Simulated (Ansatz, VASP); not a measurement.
## MgO: VASP beside Ansatz

```
Mg O
1.0
     0.00000    2.13800    2.13800
     2.13800    0.00000    2.13800
     2.13800    2.13800    0.00000
Mg O
1 1
Direct
  0.00000 0.00000 0.00000
  0.50000 0.50000 0.50000
```

Alike in both runs: task single point; functional PBE; k mesh 5 × 5 × 5; occupations gaussian, width 0.03 eV; no spin polarisation.

|  | VASP | Ansatz |
| --- | --- | --- |
| version | VASP 6.6.1 | Ansatz 0.2.0 |
| potentials or method | VASP PAW PBE potentials, release 64 (Mg, O), cutoff 600 eV | PAW, plane waves, scalar-relativistic |
| valence electrons in the cell | 8 | 16 |

VASP gave:

| Item | Value |
| --- | --- |
| pressure (GPa) | -3.3 |

Problem. What did Ansatz give for the same quantities?

Solution. Pressure (GPa): -2.2.

VASP's potentials hold 8 valence electrons a cell and Ansatz's 16, so a difference there can come from the potentials and not from the codes.

The k mesh is coarse, so the values compare programs but aren't converged.
